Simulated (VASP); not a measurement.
# SnO (P6_3/mmc) in VASP: notebook, part 2 of 2

VASP 6.6.1.

### 3 Relaxation of cell and atoms, PBEsol

This run uses another cell than the first one, of 8.53 Å³/atom, 0.538 times its volume.

INCAR reads:

```
SYSTEM = SnO
  PREC = Accurate
  ENCUT = 600
  EDIFF = 1E-6
  ISMEAR = -1
  SIGMA = 0.03
  LREAL = .False.
  LASPH = .True.
  NELM = 100
  ALGO = Normal
  ISIF = 3
  LWAVE = .False.
  LCHARG = .False.
  GGA = PS
  IBRION = 2
  NSW = 100
  EDIFFG = -0.01
```

KPOINTS reads:

```
regular mesh
0
Gamma
  9 9 4
  0 0 0
```

POSCAR reads:

```
SnO
1.0
    2.8918761600      0.0000000000      0.0000000000
   -1.4459380800      2.5044382192      0.0000000000
    0.0000000000      0.0000000000      4.7137581408
Sn O
2 2
Direct
    0.0000000000      0.0000000000      0.0000000000
    0.0000000000      0.0000000000      0.5000000000
    0.3333333333      0.6666666667      0.2500000000
    0.6666666667      0.3333333333      0.7500000000
```

Potentials or basis: VASP PAW PBE potentials, release 64 (Sn_d, O).

Launch:

```bash
> cat potpaw_PBE.64/Sn_d/POTCAR potpaw_PBE.64/O/POTCAR > POTCAR
> mpirun -np 1 vasp_std > vasp.out
```

OUTCAR:

```text
SYSTEM = SnO
   PREC = Accurate
   ENCUT = 600
   EDIFF = 1E-6
   ISMEAR = -1
   LREAL = .False.
   LASPH = .True.
   NELM = 100
   ISIF = 3
   GGA = PS
   IBRION = 2
   NSW = 100
   EDIFFG = -0.01

 ion  position               nearest neighbor table
   1  0.000  0.000  0.000-   3 2.04   4 2.04   4 2.04   3 2.04   4 2.04   3 2.04   2 2.36   2 2.36
                             2 3.73   2 3.73   2 3.73   2 3.73   2 3.73   2 3.73   2 3.73   2 3.73
   2  0.000  0.000  0.500-   3 2.04   4 2.04   4 2.04   3 2.04   4 2.04   3 2.04   1 2.36   1 2.36
                             1 3.73   1 3.73   1 3.73   1 3.73   1 3.73   1 3.73   1 3.73   1 3.73
   3  0.333  0.667  0.250-   1 2.04   2 2.04   1 2.04   2 2.04   1 2.04   2 2.04
   4  0.667  0.333  0.750-   1 2.04   2 2.04   1 2.04   2 2.04   1 2.04   2 2.04

  LATTYP: Found a hexagonal cell.
 ALAT       =     2.8918761600
 C/A-ratio  =     1.6300000000

  Lattice vectors:

 A1 = (   2.8918761600,   0.0000000000,   0.0000000000)
 A2 = (  -1.4459380800,   2.5044382192,   0.0000000000)
 A3 = (   0.0000000000,   0.0000000000,   4.7137581408)

Analysis of symmetry for initial positions (statically):
=====================================================================
 Subroutine PRICEL returns:
 Original cell was already a primitive cell.

 Routine SETGRP: Setting up the symmetry group for a
 hexagonal supercell.

 Subroutine GETGRP returns: Found 24 space group operations
 (whereof 12 operations were pure point group operations)
[... 159 lines left out ...]
   NGX = 11   NGY = 11   NGZ = 19

--------------------------------------- Ionic step        1  -------------------------------------------

 number of electron      39.9999991 magnetization

 Free energy of the ion-electron system (eV)
  ---------------------------------------------------
  ext. energy  EPLUGINS =         0.00000000
  ---------------------------------------------------
  free energy    TOTEN  =        -6.34593440 eV

  energy without entropy =       -6.34187221  energy(sigma->0) =       -6.34390330

 E-fermi :  21.0060     XC(G=0): -14.7617

 val. band max:       20.9965289276   @ k =   0.3333   0.3333   0.5000
 cond. band min:      21.1034069114   @ k =   0.3333   0.0000   0.0000
 fundamental gap:      0.1068779838
 Fermi energy:        21.0059689058
[... 1412 lines left out ...]
  FREE ENERGIE OF THE ION-ELECTRON SYSTEM (eV)
  ---------------------------------------------------
  free  energy   TOTEN  =       -20.7243050927 eV

  energy  without entropy=      -20.7222768668  energy(sigma->0) =      -20.72329098

[... ionic steps 4 to 10 ...]

--------------------------------------- Ionic step       11  -------------------------------------------

 number of electron      39.9999988 magnetization

------------------------ aborting loop because EDIFF is reached ----------------------------------------
[... 71 lines left out ...]
--------------------------------------- Ionic step       13  -------------------------------------------

 number of electron      39.9999982 magnetization

 Free energy of the ion-electron system (eV)
  ---------------------------------------------------
  ext. energy  EPLUGINS =         0.00000000
  ---------------------------------------------------
  free energy    TOTEN  =       -21.88776681 eV

  energy without entropy =      -21.88662939  energy(sigma->0) =      -21.88719810

 E-fermi :   8.4137     XC(G=0): -11.2949

 val. band max:        8.3346782477   @ k =   0.3333   0.2222   0.0000
 cond. band min:       8.4796707892   @ k =   0.1111   0.1111   0.0000
 fundamental gap:      0.1449925414
 Fermi energy:         8.4136861415
[... 679 lines left out ...]
  FREE ENERGIE OF THE ION-ELECTRON SYSTEM (eV)
  ---------------------------------------------------
  free  energy   TOTEN  =       -21.8877668097 eV

  energy  without entropy=      -21.8866293927  energy(sigma->0) =      -21.88719810

 reached required accuracy - stopping structural energy minimisation
```

OSZICAR:

```text
N       E                     dE             d eps       ncg     rms          rms(c)
DAV:   1     0.431949108934E+03    0.43195E+03   -0.22899E+04  1936   0.347E+03
[... 158 lines left out ...]
       N       E                     dE             d eps       ncg     rms          rms(c)
DAV:   1    -0.218906435749E+02   -0.30052E-02   -0.11533E-01  1840   0.308E+00    0.310E-01
DAV:   2    -0.218887264018E+02    0.19172E-02   -0.55841E-03  2128   0.920E-01    0.173E-01
DAV:   3    -0.218878690763E+02    0.85733E-03   -0.12360E-03  2384   0.529E-01    0.662E-02
DAV:   4    -0.218877669659E+02    0.10211E-03   -0.39007E-04  2552   0.199E-01    0.142E-02
DAV:   5    -0.218877672051E+02   -0.23918E-06   -0.67582E-05  1960   0.110E-01    0.586E-03
DAV:   6    -0.218877668097E+02    0.39538E-06   -0.27134E-06  1608   0.236E-02
  13 F= -.21887767E+02 E0= -.21887198E+02  d E =-.419978E-03
```

CONTCAR:

```text
SnO
   1.00000000000000
     3.4061479088937747    0.0000000000000000    0.0000000000000000
    -1.7030739544468874    2.9498106182111994   -0.0000000000000000
    -0.0000000000000000    0.0000000000000000    6.1914134859393375
  Sn              O
     2     2
Direct
     1.0000000000000000    0.0000000000000000    0.0000000000000000
     1.0000000000000000    0.0000000000000000    0.5000000000000000
     0.3333333332999970    0.6666666667000030    0.2500000000000000
     0.6666666667000030    0.3333333332999970    0.7500000000000000

  0.00000000E+00  0.00000000E+00  0.00000000E+00
  0.00000000E+00  0.00000000E+00  0.00000000E+00
  0.00000000E+00  0.00000000E+00  0.00000000E+00
  0.00000000E+00  0.00000000E+00  0.00000000E+00
```

It took 2.2 min on 1 thread of Intel Xeon 6975P-C (Granite Rapids), shared host; peak memory 0.18 GiB.

What came out:

```yaml
Free_energy: -21.8878 eV
Relaxed_volume: 15.55 Å³/atom
Relaxed_cell: a = 3.406 Å, b = 3.406 Å, c = 6.191 Å, α = 90.00°, β = 90.00°, γ = 120.00°
Space_group_after_relaxing_to_0.05_Å: P6_3/mmc (No. 194)
Energy_gained_by_relaxing: 3885.5 meV/atom
Ionic_steps: 13
Pressure_after_relaxing: 0.0 GPa
Band_gap_on_the_k_mesh: zero (band 20 reaches 8.79 eV, above the bottom of band 21 at 8.17 eV)
```

The path:
| step | energy change (eV) | largest force (eV/Å) | pressure (GPa) | volume (Å³) |
| --- | --- | --- | --- | --- |
| 1 | 0.0000 | 0.0000 | 282.72 | 34.14 |
| 2 | 10.3788 | 0.0000 | -52.19 | 174.81 |
| 3 | -14.3784 | 0.0000 | -21.59 | 77.72 |
| 4 | -15.2386 | 0.0000 | -12.22 | 69.79 |
| 5 | -15.5100 | 0.0000 | 0.35 | 62.91 |
| 6 | -15.5091 | 0.0000 | -1.23 | 63.61 |
| 7 | -15.5261 | 0.0000 | -1.28 | 63.40 |
| 8 | -15.5381 | 0.0000 | -1.50 | 63.05 |
| 9 | -15.5366 | 0.0000 | 1.95 | 61.51 |
| 10 | -15.5414 | 0.0000 | 0.01 | 62.34 |
| 11 | -15.5414 | 0.0000 | 0.08 | 62.33 |
| 12 | -15.5417 | 0.0000 | 0.05 | 62.28 |
| 13 | -15.5418 | 0.0000 | 0.03 | 62.21 |

Final structure:
```yaml
crystal:
  lattice:
    - [3.40615, 0.00000, 0.00000]
    - [-1.70307, 2.94981, 0.00000]
    - [0.00000, 0.00000, 6.19141]
  atoms:
    - { symbol: Sn, position: [0.00000, 0.00000, 0.00000] }
    - { symbol: Sn, position: [0.00000, 0.00000, 0.50000] }
    - { symbol: O, position: [0.33333, 0.66667, 0.25000] }
    - { symbol: O, position: [0.66667, 0.33333, 0.75000] }
```

Levels at points of the mesh, in eV from the Fermi level:
```csv
k point,band 18,band 19,band 20,band 21,band 22,band 23
"(0.00, 0.00, 0.00)",-3.15,-3.15,-0.93,0.80,5.88,5.88
"(0.00, 0.00, 0.50)",-3.29,-2.51,-2.51,3.11,3.11,6.46
```

Caveat: the volume moved by over 15 % at a fixed basis, so the end points are rough; the PAW data sets were made with another functional, which shifts forces and pressure a little; spin-orbit coupling is left out, which moves the levels of the heavy elements.
